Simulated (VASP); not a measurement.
Set up this calculation in VASP 6.6.1, as the native input.

```yaml
Task: single point
Functional: PBEsol
Potentials_or_basis: VASP PAW PBE potentials, release 64 (S, W_sv, H)
Cutoff: 520 eV
k_mesh: 9 × 4 × 1
Occupations: gaussian, width 0.05 eV
Spin: collinear spin
Starting_moments: "[0.0, 0.0, 0.0, 0.0, 0.0, 0.0, 0.0, 0.0, 0.0, 1.0] μB"
Dipole_correction: yes
Further_INCAR_settings: ALGO = Normal; EDIFF = 1e-06; NBANDS = 54
```

The structure of HW3S6 lies in POSCAR:

```
HW3S6
1.0
    3.1476068045      0.0000000000      0.0000000000
   -1.5738034023      6.4349390115      0.0000000000
    0.0000000000      0.0000000000     25.5179716437
S W H
6 3 1
Direct
    0.1414535900      0.2829071800      0.3330985753
    0.9004252594      0.8008505187      0.3504372185
    0.6713612265      0.3427224530      0.4388513177
    0.4303328959      0.8606657918      0.4561899608
    0.2310456676      0.4364359715      0.5497918193
    0.9560609851      0.9193995762      0.5656155811
    0.5308948236      0.0617896473      0.3770198047
    0.0578479294      0.1242250484      0.4854729051
    0.6054178798      0.1889172014      0.5775836654
    0.6990070031      0.7047360039      0.5641486216
```

These files were run (other wordings do the same):

INCAR

```
PREC     = Accurate       # precision mode
ENCUT    = 520            # plane-wave cutoff, eV
EDIFF    = 1E-6           # SCF threshold, eV
ISMEAR   = 0              # smearing method
SIGMA    = 0.05           # smearing width, eV
LREAL    = False          # projectors in reciprocal space
LASPH    = True           # aspherical terms in the spheres
NELM     = 150            # most SCF steps
ALGO     = Normal         # electronic algorithm
ISIF     = 2              # what is computed and relaxed
LWAVE    = False          # write WAVECAR
LCHARG   = True           # write CHGCAR
ISPIN    = 2              # spin polarisation
MAGMOM   = 0 0 0 0 0 0 0 0 0 1 # initial moments
LORBIT   = 11             # projections on sites
LMAXMIX  = 4              # l up to which the mixer works
LDIPOL   = True         
IDIPOL   = 3            
DIPOL    = 0.5 0.5 0.470
GGA      = PS             # functional
LVHAR    = True         
LVACPOTAV= True         
NBANDS   = 54             # bands
KPAR     = 4
```

KPOINTS

```
regular mesh
0
Gamma
  9 4 1
```

Potentials or basis: VASP PAW PBE potentials, release 64 (S, W_sv, H).

Run with:

```sh
$ cat potpaw_PBE.64/S/POTCAR potpaw_PBE.64/W_sv/POTCAR potpaw_PBE.64/H/POTCAR > POTCAR
$ mpirun -np 4 vasp_std > vasp.out
```

Results of the run:

```json
{
  "Largest force": "0.720 eV/Å",
  "Net moment": "0.09 μB per cell",
  "Site moments": "S +0.03, +0.00, -0.00 (each value once); W -0.01, +0.00 (each value once); H -0.00 μB",
  "Valence electrons inside the program's atomic spheres": "S 3.66, 3.68, 3.72 (each value once); W 11.98, 12.02, 12.09; H 0.51"
}
```

Caveat: the PAW data sets were made with another functional, which shifts forces and pressure a little.

Run time: 13 min on 4 MPI ranks on Intel(R) Xeon(R) Platinum 8488C (Sapphire Rapids), with other jobs on the host, peak memory 1.2 GiB a rank.
